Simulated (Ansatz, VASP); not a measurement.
# Two plane-wave programs on LuHfO

```xyz
3
Lattice="4.0622 0.0000 0.0000 -2.0311 3.5180 0.0000 0.0000 0.0000 4.4782" Properties=species:S:1:pos:R:3 pbc="T T T"
Lu    0.0000    0.0000    2.2391
Hf    0.0000    2.3453    2.2391
O     2.0311    1.1727    0.0000
```

Change from the starting cell: species swapped into the BaAlSn type (P-6m2, No. 187).

Alike in both runs: task single point; functional PBE; k mesh 6 × 6 × 4; occupations gaussian, width 0.1 eV; no spin polarisation.

|  | VASP | Ansatz |
| --- | --- | --- |
| version | VASP 6.6.1 | Ansatz 0.2.0 |
| potentials or method | VASP PAW PBE potentials, release 64 (Lu, Hf_pv, O), cutoff 520 eV | scalar-relativistic, plane waves, PAW |
| valence electrons in the cell | 41 | 57 |

VASP gave:

```
gap on the k mesh at the Fermi level (eV)                     : none
pressure (GPa)                                                : 9.6
traceless stress, the component that is largest in VASP (GPa) : -31.45
```

Task: Estimate Ansatz's values.

Result: gap on the k mesh at the Fermi level (eV): none; pressure (GPa): 9.5; traceless stress, the component that is largest in VASP (GPa): -31.13.

A gap of «none» marks a metal or a gap that the smearing closes. VASP's potentials hold 41 valence electrons a cell and Ansatz's 57, so a difference there can come from the potentials and not from the codes.

Neither program's run includes spin-orbit coupling.
